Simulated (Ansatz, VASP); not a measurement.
## LiF: VASP beside Ansatz

```
Li F
1.0
     2.46489    0.00000    0.00000
     0.00000    2.46489    0.00000
     0.00000    0.00000    2.46489
Li F
1 1
Direct
  0.00000 0.00000 0.00000
  0.50000 0.50000 0.50000
```

Alike in both runs: task single point; functional r2SCAN; k mesh 8 × 8 × 8; no spin polarisation.

```csv
,VASP,Ansatz
version,VASP 6.6.1,Ansatz 0.2.0
potentials or method,"VASP PAW PBE potentials, release 64 (Li_sv, F)","plane waves, PAW"
plane-wave cutoff (eV),520,500
occupations,"gaussian, width 0.01 eV",fixed
valence electrons in the cell,10,10
```

Ansatz gave:

* gap on the k mesh at the Fermi level (eV): 9.50

Task: What did VASP give for the same quantities?

Result: gap on the k mesh at the Fermi level (eV): 9.76.

VASP's potentials were made for PBE, not for r2SCAN.

Noted on VASP's run: the cutoff is short for stress, so the pressure is rough.
